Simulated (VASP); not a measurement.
## Mg8S7 (a cell with a defect): single point with PBE

The system is Mg8S7 (a cell with a defect).

```xyz
15
Lattice="0.0000 5.6972 -5.6972 -5.6972 0.0000 -5.6972 -5.6972 5.6972 0.0000" Properties=species:S:1:pos:R:3 pbc="T T T"
Mg   -2.9301    0.2543   -2.9135
Mg   -2.9301    2.7837   -5.4430
Mg   -0.0873    0.0000    0.0000
Mg    0.1380    2.8486   -2.8486
Mg   -6.2652    2.8486   -2.8486
Mg   -5.2517    5.6972   -5.6972
Mg   -2.9301    2.9135   -0.2543
Mg   -2.9301    5.4430   -2.7837
S    -3.8781    2.8486   -2.8486
S    -7.3960    7.0392  -10.0524
S    -6.8798    4.3352   -7.0593
S    -7.3960   10.0524   -7.0392
S    -6.8798    7.0593   -4.3352
S    -9.9358   10.0357  -10.0357
S    -9.9358    7.0559   -7.0559
```

This cell differs from its parent crystal: atoms taken out, then relaxed in part.

```json
{
 "Program": "VASP 6.6.1",
 "Task": "single point",
 "Functional": "PBE",
 "Potentials or basis": "VASP PAW PBE potentials, release 64 (Mg, S)",
 "Cutoff": "520 eV",
 "k mesh": "4 × 4 × 4",
 "Occupations": "gaussian, width 0.05 eV",
 "Spin": "no spin polarisation",
 "Dipole correction": "no",
 "Further INCAR settings": "LREAL = Auto; ALGO = Normal; EDIFF = 1e-06; NBANDS = 42"
}
```

```json
{
  "Pressure": "-1.9 GPa",
  "Largest force": "0.008 eV/Å",
  "Band gap on the k mesh": "zero (bands 29 and 30 overlap by 0.09 eV)"
}
```

Forces in eV/Å, atoms in the order of the input:
```
Mg   0.004  0.002 -0.003
Mg   0.004 -0.003  0.002
Mg   0.000  0.000  0.000
Mg   0.004  0.000  0.000
Mg  -0.006  0.000  0.000
Mg   0.001  0.000  0.000
Mg   0.004  0.003 -0.002
Mg   0.004 -0.002  0.003
S    0.005  0.000  0.000
S   -0.004 -0.001 -0.001
S   -0.007 -0.002 -0.002
S   -0.004  0.001  0.001
S   -0.007  0.002  0.002
S    0.001  0.000  0.000
S    0.001  0.000  0.000
```

Stress tensor (GPa, compression positive):
```
-0.06  0.00  0.00
 0.00 -2.77  0.35
 0.00  0.35 -2.77
```

Levels at points of the mesh, in eV from the Fermi level:
| k point | band 27 | band 28 | band 29 | band 30 | band 31 | band 32 |
| --- | --- | --- | --- | --- | --- | --- |
| (0.00, 0.00, 0.00) | -2.66 | -2.65 | -1.44 | 0.76 | 1.20 | 1.58 |
| (0.50, 0.00, 0.00) | -2.87 | -2.69 | -0.11 | -0.05 | 1.36 | 1.93 |
| (0.00, 0.50, 0.00) | -2.75 | -2.73 | -0.66 | 0.93 | 1.27 | 1.59 |
| (0.50, 0.50, 0.00) | -2.92 | -2.79 | 0.04 | 0.33 | 1.01 | 1.71 |
| (0.00, 0.50, 0.50) | -2.88 | -2.74 | -0.57 | 0.72 | 1.29 | 1.63 |

It took 4.2 min on 1 thread of AMD EPYC 9R45 96-Core Processor (Zen 5), on a shared host, peak memory 0.52 GiB.

Caveat: the cell differs from its parent crystal (atoms taken out, then relaxed in part).
